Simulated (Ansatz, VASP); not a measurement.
Sc: VASP beside Ansatz

```
Sc
1.0
    -1.82073    1.82073    1.82073
     1.82073   -1.82073    1.82073
     1.82073    1.82073   -1.82073
Sc
1
Direct
  0.00000 0.00000 0.00000
```

Alike in both runs: task single point; functional PBE; k mesh 13 × 13 × 13; no spin polarisation.

|  | VASP | Ansatz |
| --- | --- | --- |
| version | VASP 6.6.1 | Ansatz 0.2.0 |
| potentials or method | VASP PAW PBE potentials, release 64 (Sc_sv), cutoff 520 eV | PAW plane waves |
| occupations | fermi-dirac, width 0.1 eV | fermi-dirac |
| valence electrons in the cell | 11 | 11 |

|  | VASP | Ansatz | Ansatz less VASP |
| --- | --- | --- | --- |
| pressure (GPa) | 1.8 | 1.8 | -0.04 |
